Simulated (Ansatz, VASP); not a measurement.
## Two plane-wave programs on Se

Contents of INCAR:

```
PREC = Accurate ; ENCUT = 520
EDIFF = 1E-8 ; ISMEAR = -1
SIGMA = 0.03 ; LREAL = F
LASPH = T ; NELM = 100
ALGO = Normal ; ISIF = 2
LWAVE = F ; LCHARG = F
GGA = PE ; LEFG = T
NBANDS = 9
```

KPOINTS

```
Automatic mesh
0
Gamma
  16 16 16
```

File POSCAR:

```
Se
1.0
    0.0000000000      2.1224015255      2.1224015255
    2.1224015255      0.0000000000      2.1224015255
    2.1224015255      2.1224015255      0.0000000000
Se
1
Direct
    0.0000000000      0.0000000000      0.0000000000
```

Input for Ansatz:

```yaml
crystal:
  lattice:
    - [0.0, 2.1224015255, 2.1224015255]
    - [2.1224015255, 0.0, 2.1224015255]
    - [2.1224015255, 2.1224015255, 0.0]
  atoms:
    - { symbol: Se, position: [0.0, 0.0, 0.0] }
kpoints:
  mp_grid: { grid: [16, 16, 16] }
scf:
  occupations: { method: fermi_dirac, width: 0.03 }
hamiltonian:
  xc: pbe
  pseudopotentials: { kind: paw }
output:
  forces: true
  stress: true
  eigenvalues: true
  efg: { contact_densities: true }
```

Change from the starting cell: volume scaled by 0.9405, PAW files.

Alike in both runs: task electric field gradients; functional PBE; k mesh 16 × 16 × 16; occupations fermi-dirac, width 0.03 eV; no spin polarisation.

```csv
,VASP,Ansatz
version,VASP 6.6.1,Ansatz 0.2.0
potentials or method,"VASP PAW PBE potentials, release 64 (Se)","PAW with Ansatz's default frozen-core files, scalar-relativistic"
plane-wave cutoff (eV),520,420
valence electrons in the cell,6,16
```

```tsv
	VASP	Ansatz	Ansatz less VASP
pressure (GPa)	5.0	5.0	-0.02
```

The functional is the same, so the differences come from potentials, cutoffs and numerics. VASP's potentials hold 6 valence electrons a cell and Ansatz's 16, so a difference there can come from the potentials and not from the codes.
